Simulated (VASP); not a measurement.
# P (Pm-3m) in VASP: single point with PBE

Aim: the single point of P with PBE.

Program: VASP 6.6.1. These are calculated values, not measurements. Logs are shortened: lines on timing, memory, paths and dates and some standing lists are left out, and cuts for length are marked.

## 1. The cell of the first run

Symmetry: Pm-3m, No. 221, cubic system. Conventional cell: a = 2.443 Å, b = 2.443 Å, c = 2.443 Å, α = 90.00°, β = 90.00°, γ = 90.00°. Within 3.2 Å of P (site symmetry m-3m) lie 6 P at 2.44 Å.

This isn't the form of P at room conditions, which is orthorhombic.

## 2. Single point, PBE

The input, POSCAR:

```
P
1.0
    2.4434123645      0.0000000000      0.0000000000
    0.0000000000      2.4434123645      0.0000000000
    0.0000000000      0.0000000000      2.4434123645
P
1
Direct
    0.0000000000      0.0000000000      0.0000000000
```

The input, INCAR.step1:

```
SYSTEM = P
PREC     = Accurate       ! precision mode
ENCUT    = 520            ! plane-wave cutoff, eV
EDIFF    = 1E-7           ! SCF threshold, eV
ISMEAR   = -1             ! smearing method
SIGMA    = 0.1            ! smearing width, eV
LREAL    = .False.        ! projectors in reciprocal space
LASPH    = .True.         ! aspherical terms in the spheres
NELM     = 60             ! most SCF steps
ALGO     = Normal         ! electronic algorithm
ISIF     = 2              ! what is computed and relaxed
LWAVE    = .False.        ! write WAVECAR
LCHARG   = .True.         ! write CHGCAR
GGA      = PE             ! functional
NBANDS   = 8              ! bands
```

The input, KPOINTS.step1:

```
regular mesh
0
Gamma
  17 17 17
  0 0 0
```

The input, INCAR.step2:

```
SYSTEM = P
PREC     = Accurate       ! precision mode
ENCUT    = 520            ! plane-wave cutoff, eV
EDIFF    = 1E-7           ! SCF threshold, eV
ISMEAR   = -5             ! smearing method
SIGMA    = 0.1            ! smearing width, eV
LREAL    = .False.        ! projectors in reciprocal space
LASPH    = .True.         ! aspherical terms in the spheres
NELM     = 60             ! most SCF steps
ALGO     = Normal         ! electronic algorithm
ISIF     = 2              ! what is computed and relaxed
LWAVE    = .False.        ! write WAVECAR
LCHARG   = .False.        ! write CHGCAR
GGA      = PE             ! functional
LORBIT   = 11             ! projections on sites
NEDOS    = 2001           ! points of the DOS
ICHARG   = 11             ! starting density
```

The input, KPOINTS.step2:

```
regular mesh
0
Gamma
  26 26 26
  0 0 0
```

Potentials or basis: VASP PAW PBE potentials, release 64 (P).

The run is started by

```
$ cat potpaw_PBE.64/P/POTCAR > POTCAR
$ cp INCAR.step1 INCAR
$ cp KPOINTS.step1 KPOINTS
$ mpirun -np 1 vasp_std > vasp.out
$ cp INCAR.step2 INCAR
$ cp KPOINTS.step2 KPOINTS
$ mpirun -np 1 vasp_std > vasp.out
```

OUTCAR:

```text
SYSTEM = P
   PREC = Accurate
   ENCUT = 520
   EDIFF = 1E-7
   ISMEAR = -5
   LREAL = .False.
   LASPH = .True.
   NELM = 60
   ISIF = 2
   GGA = PE
   LORBIT = 11
   ICHARG = 11

 ion  position               nearest neighbor table
   1  0.000  0.000  0.000-

  LATTYP: Found a simple cubic cell.
 ALAT       =     2.4434123645

  Lattice vectors:

 A1 = (   2.4434123645,   0.0000000000,   0.0000000000)
 A2 = (   0.0000000000,   2.4434123645,   0.0000000000)
 A3 = (   0.0000000000,   0.0000000000,   2.4434123645)

Analysis of symmetry for initial positions (statically):
=====================================================================
 Subroutine PRICEL returns:
 Original cell was already a primitive cell.

 Routine SETGRP: Setting up the symmetry group for a
 simple cubic supercell.

 Subroutine GETGRP returns: Found 48 space group operations
 (whereof 48 operations were pure point group operations)
 out of a pool of 48 trial point group operations.

The static configuration has the point symmetry O_h .

Analysis of symmetry for dynamics (positions and initial velocities):
=====================================================================
 Subroutine PRICEL returns:
 Original cell was already a primitive cell.

 Routine SETGRP: Setting up the symmetry group for a
 simple cubic supercell.

 Subroutine GETGRP returns: Found 48 space group operations
 (whereof 48 operations were pure point group operations)
 out of a pool of 48 trial point group operations.

The dynamic configuration has the point symmetry O_h .

 Subroutine INISYM returns: Found 48 space group operations
 (whereof 48 operations are pure point group operations),
 and found     1 'primitive' translations

----------------------------------------------------------------------------------------

                                     Primitive cell

  volume of cell :      14.5878

  direct lattice vectors                    reciprocal lattice vectors
     2.443412364  0.000000000  0.000000000     0.409263706  0.000000000  0.000000000
     0.000000000  2.443412364  0.000000000     0.000000000  0.409263706  0.000000000
     0.000000000  0.000000000  2.443412364     0.000000000  0.000000000  0.409263706

  length of vectors
     2.443412364  2.443412364  2.443412364     0.409263706  0.409263706  0.409263706

  position of ions in fractional coordinates (direct lattice)
     0.000000000  0.000000000  0.000000000

  ion indices of the primitive-cell ions
   primitive index   ion index
                 1           1

----------------------------------------------------------------------------------------

 KPOINTS: regular mesh

Automatic generation of k-mesh.
 Grid dimensions read from file:
 generate k-points for:   26   26   26

 Generating k-lattice:

  Cartesian coordinates                     Fractional coordinates (reciprocal lattice)
     0.015740912  0.000000000  0.000000000     0.038461538  0.000000000  0.000000000
     0.000000000  0.015740912  0.000000000     0.000000000  0.038461538  0.000000000
     0.000000000  0.000000000  0.015740912     0.000000000  0.000000000  0.038461538

  Length of vectors
     0.015740912  0.015740912  0.015740912

  Shift w.r.t. Gamma in fractional coordinates (k-lattice)
     0.000000000  0.000000000  0.000000000

 TETIRR: Found   8764 inequivalent tetrahedra from   105456

 Subroutine IBZKPT returns following result:
 ===========================================

 Found    560 irreducible k-points:

 Following reciprocal coordinates:
            Coordinates               Weight
  0.000000  0.000000  0.000000      1.000000
  0.038462  0.000000  0.000000      6.000000
  0.076923  0.000000  0.000000      6.000000
  0.115385  0.000000  0.000000      6.000000
  0.153846  0.000000  0.000000      6.000000
  0.192308  0.000000  0.000000      6.000000
[... 16 lines left out ...]
  0.346154  0.038462  0.000000     24.000000
  0.384615  0.038462  0.000000     24.000000
 [... further k-points ...]
   k-points           NKPTS =    560   k-points in BZ     NKDIM =    560   number of bands    NBANDS=      6
   number of dos      NEDOS =   2001   number of ions     NIONS =      1
   total plane-waves  NPLWV =   5832
   dimension x,y,z NGX =    18 NGY =   18 NGZ =   18
   dimension x,y,z NGXF=    36 NGYF=   36 NGZF=   36
   ions per type =               1
   NGX,Y,Z   is equivalent  to a cutoff of  12.25, 12.25, 12.25 a.u.
   NGXF,Y,Z  is equivalent  to a cutoff of  24.49, 24.49, 24.49 a.u.
 SYSTEM =  P
   PREC   = accura    normal or accurate (medium, high low for compatibility)
   ISTART =      0    job   : 0-new  1-cont  2-samecut
   ICHARG =     11    charge: 1-file 2-atom 10-const
   ISPIN  =      1    spin polarized calculation?
   LNONCOLLINEAR =      F non collinear calculations
   LSORBIT =      F    spin-orbit coupling
   LASPH  =      T    aspherical Exc in radial PAW
   ENCUT  =  520.0 eV  38.22 Ry    6.18 a.u.   4.54  4.54  4.54*2*pi/ulx,y,z
   NELM   =     60;   NELMIN=  2; NELMDL=  0     # of ELM steps
   EDIFF  = 0.1E-06   stopping-criterion for ELM
   LREAL  =      F    real-space projection
   EDIFFG = 0.1E-05   stopping-criterion for IOM
   NSW    =      0    number of steps for IOM
   IBRION =     -1    ionic relax: 0-MD 1-quasi-New 2-CG
   NFREE  =      0    steps in history (QN), initial steepest desc. (CG)
   ISIF   =      2    stress and relaxation
   ISYM   =      2    0-nonsym 1-usesym 2-fastsym
   POTIM  = 0.5000    time-step for ionic-motion
   TEBEG  =    0.0;   TEEND  =   0.0 temperature during run
   PSTRESS=    0.0 pullay stress
   NELECT =       5.0000    total number of electrons
   NUPDOWN=      -1.0000    fix difference up-down
   EMIN   =  10.00;   EMAX   =-10.00  energy-range for DOS
   EFERMI =   0.00;   METHOD = LEGACY
   ISMEAR =    -5;   SIGMA  =   0.10  broadening in eV -4-tet -1-fermi 0-gaus
   EFERMI_NEDOS =   21; number of points for ismear=-14 and -15
   IALGO  =     38    algorithm
   IMIX   =      4    mixing-type and parameters
     AMIX     =   0.40;   BMIX     =  1.00
     AMIX_MAG =   1.60;   BMIX_MAG =  1.00
  volume/ion in A,a.u.               =      14.59        98.44
  Fermi-wavevector in a.u.,A,eV,Ry     =   1.145692  2.165045 17.859161  1.312611
  Thomas-Fermi vector in A             =   2.282380
   LORBIT       =     11    0 simple, 1 ext, 2 COOP (PROOUT), +10 PAW based schemes
   GGA     = PE    functional components
   LHFCALC =     F    Hartree Fock is set to
   AEXX    =    0.0000 exact exchange contribution
   IVDW    =     0    specifies the selected vdW correction
   LEPSILON=     F    determine dielectric tensor
   LRPA    =     F    only Hartree local field effects (RPA)
 non-spin polarized calculation
 Fermi weights with tetrahedron method with Bloechl corrections
  energy-cutoff  :      520.00
  volume of cell :       14.59
 maximum number of plane-waves:       405

 number of electron       4.9999999 magnetization

 Free energy of the ion-electron system (eV)
  ---------------------------------------------------
  ext. energy  EPLUGINS =         0.00000000
  ---------------------------------------------------
  free energy    TOTEN  =        -5.27235841 eV

  energy without entropy =       -5.27235841  energy(sigma->0) =       -5.27235841

 E-fermi :   9.6363     XC(G=0): -11.2708

 val. band max:        9.7151493794   @ k =   0.1538   0.1538   0.0385
 cond. band min:       9.6468519127   @ k =   0.3462   0.2308   0.0769
 fundamental gap:     -0.0682974668
 Fermi energy:         9.6362693067

 k-point     1 :       0.0000    0.0000    0.0000
  band No.  band energies     occupation
      1      -6.8654      2.00000
      2      14.6238      0.00000
      3      14.6238      0.00000
      4      14.6238      0.00000
      5      16.4234      0.00000
      6      16.4234      0.00000

 k-point     2 :       0.0385    0.0000    0.0000
  band No.  band energies     occupation
      1      -6.8316      2.00000
      2      13.8330      0.00000
      3      14.6504      0.00000
      4      14.6504      0.00000
      5      16.4504      0.00000
      6      17.1748      0.00000

 k-point     3 :       0.0769    0.0000    0.0000
  band No.  band energies     occupation
      1      -6.7305      2.00000
      2      12.5199      0.00000
      3      14.7298      0.00000
      4      14.7298      0.00000
      5      16.5307      0.00000
      6      18.3557      0.00000

 k-point     4 :       0.1154    0.0000    0.0000
  band No.  band energies     occupation
      1      -6.5626      2.00000
      2      11.1462      0.00000
      3      14.8611      0.00000
      4      14.8611      0.00000
      5      16.6628      0.00000
      6      19.4733      0.00000

 k-point     5 :       0.1538    0.0000    0.0000
  band No.  band energies     occupation
      1      -6.3285      2.00000
      2       9.7816      0.62358
      3      15.0426      0.00000
      4      15.0426      0.00000
      5      16.8440      0.00000
      6      20.4389      0.00000
[... 136 lines left out ...]
 k-point    21 :       0.2692    0.0385    0.0000
  band No.  band energies     occupation
      1      -5.2134      2.00000
      2       5.9622      2.00000
      3      15.1572      0.00000
      4      15.8782      0.00000
      5      18.1964      0.00000
      6      22.7934      0.00000

 k-point    22 :       0.3077    0.0385    0.0000
  band No.  band energies     occupation
      1      -4.7382      2.00000
      2       4.7980      2.00000
      3      15.4971      0.00000
      4      16.2132      0.00000
      5      18.5097      0.00000
      6      23.3923      0.00000

 k-point    23 :       0.3462    0.0385    0.0000
  band No.  band energies     occupation
      1      -4.2182      2.00000
      2       3.7111      2.00000
      3      15.8478      0.00000
      4      16.5597      0.00000
      5      18.8244      0.00000
      6      23.9062      0.00000

 k-point    24 :       0.3846    0.0385    0.0000
  band No.  band energies     occupation
      1      -3.6717      2.00000
      2       2.7219      2.00000
      3      16.1858      0.00000
      4      16.8945      0.00000
      5      19.1185      0.00000
      6      24.0396      0.00000

 [... further k-points ...]

------------------------ aborting loop because EDIFF is reached ----------------------------------------

  FORCE on cell =-STRESS in cart. coord.  units (eV):
  Direction    XX          YY          ZZ          XY          YZ          ZX
  --------------------------------------------------------------------------------------
  -------------------------------------------------------------------------------------
  Total        0.0162451      0.0162451      0.0162451      0.0000000     -0.0000000      0.0000000
  in kB        1.7841936      1.7841936      1.7841936      0.0000000     -0.0000000      0.0000000
  external PRESSURE =       1.7841936 kB  Pullay stress =       0.0000000 kB

 VOLUME and BASIS-vectors are now :
 -----------------------------------------------------------------------------
  energy-cutoff  :      520.00
  volume of cell :       14.59
      direct lattice vectors                 reciprocal lattice vectors
     2.443412364  0.000000000  0.000000000     0.409263706  0.000000000  0.000000000
     0.000000000  2.443412364  0.000000000     0.000000000  0.409263706  0.000000000
     0.000000000  0.000000000  2.443412364     0.000000000  0.000000000  0.409263706

 POSITION                                       TOTAL-FORCE (eV/Angst)
 -----------------------------------------------------------------------------------
      0.00000      0.00000      0.00000         0.000000      0.000000      0.000000
 -----------------------------------------------------------------------------------
    total drift:                                0.000000     -0.000000      0.000000

  FREE ENERGIE OF THE ION-ELECTRON SYSTEM (eV)
  ---------------------------------------------------
  free  energy   TOTEN  =        -5.2723584056 eV

  energy  without entropy=       -5.2723584056  energy(sigma->0) =       -5.27235841

 total charge

# of ion       s       p       d       tot
------------------------------------------
    1        1.072   1.326   0.000   2.398
```

Run time: 54 s. Hardware: 1 thread of Intel Xeon 8259CL, shared host; peak memory 0.16 GiB.

Results:

- Valence electrons inside the program's atomic spheres: P 2.40

Levels at points of the mesh, in eV from the Fermi level:
```csv
k point,band 1,band 2,band 3,band 4,band 5,band 6
"(0.00, 0.00, 0.00)",-16.50,4.99,4.99,4.99,6.79,6.79
"(0.50, 0.00, 0.00)",-12.19,-8.67,7.80,7.80,9.34,14.34
"(0.50, 0.50, 0.00)",-7.52,-5.28,-5.28,0.99,10.40,16.86
"(0.50, 0.50, 0.50)",-2.20,-2.20,-2.20,-1.70,4.67,4.67
```

Caveat: tetrahedron occupations give inexact forces and stress in metals.
